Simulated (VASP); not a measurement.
Write the native input for VASP 6.6.1 that does the following.

```
Task                   : single point
Functional             : PBEsol
Potentials or basis    : VASP PAW PBE potentials, release 64 (Li_sv)
Cutoff                 : 520 eV
k mesh                 : 20 × 20 × 20
Occupations            : gaussian, width 0.15 eV
Spin                   : no spin polarisation
Dipole correction      : no
Further INCAR settings : ALGO = Normal; EDIFF = 1e-06; NBANDS = 8
```

The structure of Li lies in POSCAR:

```
Li
1.0
   -1.7237500000      1.7500000000      1.7500000000
    1.7237500000     -1.7500000000      1.7500000000
    1.7237500000      1.7500000000     -1.7500000000
Li
1
Direct
    0.0000000000      0.0000000000      0.0000000000
```

This cell differs from its parent crystal: strain -0.0150 x Voigt [1, 0, 0, 0, 0, 0].

The input as run:

INCAR

```
ALGO     = Normal         # electronic algorithm
EDIFF    = 1E-6           # SCF threshold, eV
ENCUT    = 520            # plane-wave cutoff, eV
GGA      = PS             # functional
ISIF     = 2              # what is computed and relaxed
ISMEAR   = 0              # smearing method
LASPH    = T              # aspherical terms in the spheres
LCHARG   = T              # write CHGCAR
LELF     = T              # ELF
LREAL    = F              # projectors in reciprocal space
LVHAR    = T            
LWAVE    = F              # write WAVECAR
NBANDS   = 8              # bands
NELM     = 100            # most SCF steps
PREC     = Accurate       # precision mode
SIGMA    = 0.15           # smearing width, eV
```

KPOINTS

```
k-points
0
Gamma
  20 20 20
```

Potentials or basis: VASP PAW PBE potentials, release 64 (Li_sv).

Launch:

```sh
$ cat potpaw_PBE.64/Li_sv/POTCAR > POTCAR
$ mpirun -np 1 vasp_std > vasp.out
```

It took 20 s on 1 thread of Intel(R) Xeon(R) 6975P-C (Granite Rapids), with other jobs on the host, peak memory 0.19 GiB.
